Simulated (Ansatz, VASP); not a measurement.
Two plane-wave programs on Ge

INCAR

```
PREC = Accurate ; ENCUT = 520
EDIFF = 1E-6 ; ISMEAR = 0
SIGMA = 0.15 ; LREAL = F
LASPH = T ; NELM = 80
ALGO = Normal ; ISIF = 2
LWAVE = F ; LCHARG = F
GGA = PS ; NBANDS = 21
```

The input KPOINTS:

```
Automatic mesh
0
Gamma
  14 14 14
```

File POSCAR:

```
Ge
1.0
    0.0000000000      2.8994892500      2.8287700000
    2.8994892500      0.0000000000      2.8287700000
    2.8994892500      2.8994892500      0.0000000000
Ge
2
Direct
    0.5000000000      0.5000000000      0.5000000000
    0.7500000000      0.7500000000      0.7500000000
```

Input for Ansatz:

```yaml
crystal:
  lattice:
    - [0.0, 2.89948925, 2.82877]
    - [2.89948925, 0.0, 2.82877]
    - [2.89948925, 2.89948925, 0.0]
  atoms:
    - { symbol: Ge, position: [0.5, 0.5, 0.5] }
    - { symbol: Ge, position: [0.75, 0.75, 0.75] }
basis:
  ecutwfc: 420
kpoints:
  mp_grid: { grid: [14, 14, 14] }
hamiltonian:
  xc: pbesol
scf:
  occupations: { method: gaussian, width: 0.15 }
output:
  forces: true
  stress: true
  eigenvalues: true
```

Change from the starting cell: strain +0.025 along x and y, +0.000 along z, atoms carried along.

Alike in both runs: task single point; functional PBEsol; k mesh 14 × 14 × 14; occupations gaussian, width 0.15 eV; no spin polarisation.

```csv
,VASP,Ansatz
version,VASP 6.6.1,Ansatz 0.2.0
potentials or method,"VASP PAW PBE potentials, release 64 (Ge_d), cutoff 520 eV","scalar-relativistic, plane waves, PAW"
valence electrons in the cell,28,28
```

Ansatz gave:

```
gap on the k mesh at the Fermi level (eV)                     : none
pressure (GPa)                                                : -2.4
traceless stress, the component that is largest in VASP (GPa) : 1.06
```

Problem. Estimate VASP's values.

Solution. gap on the k mesh at the Fermi level (eV): none; pressure (GPa): -2.5; traceless stress, the component that is largest in VASP (GPa): 1.06.

VASP's potentials were made for PBE, not for PBEsol. A gap of «none» marks a metal or a gap that the smearing closes.
